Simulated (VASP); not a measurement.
Set up this calculation in VASP 6.6.1, as the native input.

```yaml
Task: single point
Functional: PBEsol
Potentials_or_basis: VASP PAW PBE potentials, release 64 (Pb_d, O)
Cutoff: 520 eV
k_mesh: 8 × 8 × 10
Occupations: gaussian, width 0.1 eV
Spin: no spin polarisation
Dipole_correction: no
Further_INCAR_settings: ALGO = Normal; EDIFF = 1e-07; NBANDS = 35
```

The structure of PbO2 lies in POSCAR:

```
PbO2
1.0
    4.9273476005      0.0000000000      0.0000000000
    0.0000000000      4.9273476005      0.0000000000
    0.0000000000      0.0000000000      3.4037885898
Pb O
2 4
Direct
    0.0000000000      0.0000000000      0.0000000000
    0.5000000000      0.5000000000      0.5000000000
    0.3072071781      0.3072071781      0.0000000000
    0.1927928219      0.8072071781      0.5000000000
    0.6927928219      0.6927928219      0.0000000000
    0.8072071781      0.1927928219      0.5000000000
```

One way to write it, as run:

INCAR

```
PREC = Accurate ; ENCUT = 520
EDIFF = 1E-7 ; ISMEAR = 0
SIGMA = 0.1 ; LREAL = False
LASPH = True ; NELM = 80
ALGO = Normal ; ISIF = 2
LWAVE = False ; LCHARG = False
GGA = PS ; NBANDS = 35
```

KPOINTS

```
Automatic mesh
0
Gamma
  8 8 10
```

Potentials or basis: VASP PAW PBE potentials, release 64 (Pb_d, O).

The run is started by

```console
$ cat potpaw_PBE.64/Pb_d/POTCAR potpaw_PBE.64/O/POTCAR > POTCAR
$ mpirun -np 1 vasp_std > vasp.out
```

Results of the run:

- Pressure: 4.5 GPa
- Largest force: 0.008 eV/Å
- Band gap on the k mesh: 0.01 eV (least direct gap 0.02 eV)

Caveat: the cell stands under pressure; the smearing spreads over this small gap; the PAW data sets were made with another functional, which shifts forces and pressure a little; spin-orbit coupling is left out, which moves the levels of the heavy elements.

It took 2.8 min on 1 thread of Intel(R) Xeon(R) 6975P-C (Granite Rapids), on a shared host, peak memory 0.34 GiB.
